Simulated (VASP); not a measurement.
TiO2: relaxation of volume and atoms at fixed shape with PBEsol

The system is TiO2.

```
CELL_PARAMETERS angstrom
-1.89210 1.89210 4.75730
1.89210 -1.89210 4.75730
1.89210 1.89210 -4.75730
ATOMIC_POSITIONS crystal
Ti 0.00000 0.00000 0.00000
Ti 0.75000 0.25000 0.50000
O 0.20810 0.20810 0.00000
O 0.79190 0.79190 0.00000
O 0.95810 0.45810 0.50000
O 0.54190 0.04190 0.50000
```

```json
{
  "Program": "VASP 6.6.1",
  "Task": "relaxation of volume and atoms at fixed shape",
  "Functional": "PBEsol",
  "Potentials or basis": "VASP PAW PBE potentials, release 64 (Ti_sv, O)",
  "Cutoff": "600 eV",
  "k mesh": "8 × 8 × 8",
  "Occupations": "fermi-dirac, width 0.02 eV",
  "Spin": "no spin polarisation",
  "Dipole correction": "no",
  "Further INCAR settings": "ALGO = Normal; EDIFF = 1e-07; IBRION = 2; EDIFFG = -0.01; NSW = 80; ISIF = 8"
}
```

* Relaxed volume: 11.32 Å³/atom
* Relaxed cell: a = 5.453 Å, b = 5.453 Å, c = 5.453 Å, α = 139.43°, β = 139.43°, γ = 58.71°
* Space group after relaxing (to 0.1 Å): I4_1/amd (No. 141)
* Energy gained by relaxing: 0.1 meV/atom
* Ionic steps: 4
* Pressure after relaxing: 0.0 GPa
* Largest force after relaxing: 0.009 eV/Å
* Band gap on the k mesh: 2.10 eV (least direct gap 2.40 eV)

Forces in eV/Å, atoms in the order of the input:
```
Ti   0.000  0.000  0.000
Ti   0.000  0.000  0.000
O    0.000  0.000  0.009
O    0.000  0.000 -0.009
O    0.000  0.000  0.009
O    0.000  0.000 -0.009
```

Stress tensor (GPa, compression positive):
```
-0.27  0.00  0.00
 0.00 -0.27  0.00
 0.00  0.00  0.54
```

Step by step:
```tsv
step	energy change (eV)	largest force (eV/Å)	pressure (GPa)	volume (Å³)
1	0.0000	0.0108	-0.59	68.13
2	0.0001	0.0388	0.71	67.72
3	-0.0004	0.0238	0.02	67.93
4	-0.0004	0.0085	0.00	67.92
```

Final structure:
```cif
data_structure
_symmetry_space_group_name_H-M 'P 1'
_symmetry_Int_Tables_number 1
_cell_length_a 5.4527
_cell_length_b 5.4527
_cell_length_c 5.4527
_cell_angle_alpha 139.435
_cell_angle_beta 139.435
_cell_angle_gamma 58.713
_cell_volume 67.92
loop_
_atom_site_label
_atom_site_type_symbol
_atom_site_fract_x
_atom_site_fract_y
_atom_site_fract_z
_atom_site_occupancy
Ti1 Ti 0.00000 0.00000 0.00000 1
Ti2 Ti 0.75000 0.25000 0.50000 1
O1 O 0.20824 0.20824 0.00000 1
O2 O 0.79176 0.79176 0.00000 1
O3 O 0.95824 0.45824 0.50000 1
O4 O 0.54176 0.04176 0.50000 1
```

Levels at points of the mesh, in eV from the valence-band top:
| k point | band 21 | band 22 | band 23 | band 24 | band 25 | band 26 | band 27 | band 28 |
| --- | --- | --- | --- | --- | --- | --- | --- | --- |
| (0.00, 0.00, 0.00) | -0.73 | -0.73 | -0.45 | -0.45 | 2.10 | 2.86 | 4.01 | 4.01 |
| (0.50, 0.00, 0.00) | -1.96 | -0.94 | -0.81 | -0.61 | 3.25 | 3.57 | 3.59 | 3.70 |
| (0.50, 0.50, 0.00) | -2.07 | -2.07 | 0.00 | 0.00 | 3.37 | 3.37 | 3.86 | 3.86 |
| (0.50, 0.50, 0.50) | -1.24 | -1.24 | -0.09 | -0.09 | 2.47 | 2.47 | 3.80 | 3.80 |

It took 5.2 min on 1 thread of Intel(R) Xeon(R) 6975P-C (Granite Rapids) (shared host), peak memory 0.41 GiB.

Caveat: the PAW data sets were made with another functional, which shifts forces and pressure a little. A k mesh can miss the band edges.
